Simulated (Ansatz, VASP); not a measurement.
MgS: VASP beside Ansatz

Contents of INCAR:

```
PREC = Accurate
ENCUT = 520
EDIFF = 1E-7
ISMEAR = 0
SIGMA = 0.05
LREAL = False
LASPH = True
NELM = 100
ALGO = Normal
ISIF = 2
LWAVE = False
LCHARG = False
GGA = PS
NBANDS = 11
```

File KPOINTS:

```
Automatic mesh
0
Gamma
  8 8 8
```

File POSCAR:

```
MgS
1.0
    0.0000000000      2.5236005000      2.6796995000
    2.5236005000      0.0000000000      2.6796995000
    2.5236005000      2.5236005000      0.0000000000
Mg S
1 1
Direct
    0.0000000000      0.0000000000      0.0000000000
    0.5000000000      0.5000000000      0.5000000000
```

Input for Ansatz:

```yaml
crystal:
  lattice:
    - [0.0, 2.5236005, 2.6796995]
    - [2.5236005, 0.0, 2.6796995]
    - [2.5236005, 2.5236005, 0.0]
  atoms:
    - { symbol: Mg, position: [0.0, 0.0, 0.0] }
    - { symbol: S, position: [0.5, 0.5, 0.5] }
basis:
  ecutwfc: 420
kpoints:
  mp_grid: { grid: [8, 8, 8] }
hamiltonian:
  xc: pbesol
scf:
  occupations: { method: gaussian, width: 0.05 }
output:
  forces: true
  stress: true
  eigenvalues: true
```

Change from the starting cell: strain -0.030 along x and y, +0.030 along z, atoms carried along.

Alike in both runs: task single point; functional PBEsol; k mesh 8 × 8 × 8; occupations gaussian, width 0.05 eV; no spin polarisation.

|  | VASP | Ansatz |
| --- | --- | --- |
| version | VASP 6.6.1 | Ansatz 0.2.0 |
| potentials or method | VASP PAW PBE potentials, release 64 (Mg, S), cutoff 520 eV | scalar-relativistic, plane waves, PAW |
| valence electrons in the cell | 8 | 16 |

```tsv
	VASP	Ansatz	Ansatz less VASP
gap on the k mesh at the Fermi level (eV)	2.54	2.54	-0.005
least direct gap on the mesh (eV)	3.69	3.69	-0.001
pressure (GPa)	2.0	2.2	+0.19
traceless stress, the component that is largest in VASP (GPa)	-4.59	-4.60	-0.008
```

VASP's potentials were made for PBE, not for PBEsol. The functional is the same, so the differences come from potentials, cutoffs and numerics. VASP's potentials hold 8 valence electrons a cell and Ansatz's 16, so a difference there can come from the potentials and not from the codes.
